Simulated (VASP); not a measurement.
Wanted: the native input for a VASP 6.6.1 run.

```
Task                   : single point
Functional             : PBEsol
Potentials or basis    : VASP PAW PBE potentials, release 64 (Rh_pv)
Cutoff                 : 520 eV
k mesh                 : 8 × 8 × 8
Occupations            : fermi-dirac, width 0.02 eV
Spin                   : no spin polarisation
Dipole correction      : no
Further INCAR settings : ALGO = Normal; EDIFF = 1e-07; NBANDS = 14
```

The structure of Rh lies in POSCAR:

```
Rh
1.0
    0.0000000000      1.8927599295      1.8927599295
    1.8927599295      0.0000000000      1.8927599295
    1.8927599295      1.8927599295      0.0000000000
Rh
1
Direct
    0.0000000000      0.0000000000      0.0000000000
```

These files were run (other wordings do the same):

INCAR

```
PREC = Accurate ; ENCUT = 520
EDIFF = 1E-7 ; ISMEAR = -1
SIGMA = 0.02 ; LREAL = False
LASPH = True ; NELM = 100
ALGO = Normal ; ISIF = 2
LWAVE = False ; LCHARG = False
GGA = PS ; NBANDS = 14
```

KPOINTS

```
Automatic mesh
0
Gamma
  8 8 8
```

Potentials or basis: VASP PAW PBE potentials, release 64 (Rh_pv).

Launch:

```bash
$ cat potpaw_PBE.64/Rh_pv/POTCAR > POTCAR
$ mpirun -np 1 vasp_std > vasp.out
```

Results of the run:

| Quantity | Value |
| --- | --- |
| Pressure | -0.5 GPa |
| Band gap on the k mesh | zero (an odd number of electrons rules out a gap without spin polarisation) |

Caveat: the PAW data sets were made with another functional, which shifts forces and pressure a little.

It took 4.7 s on 1 thread of Intel Xeon 8259CL, on a shared host, peak memory 0.13 GiB.
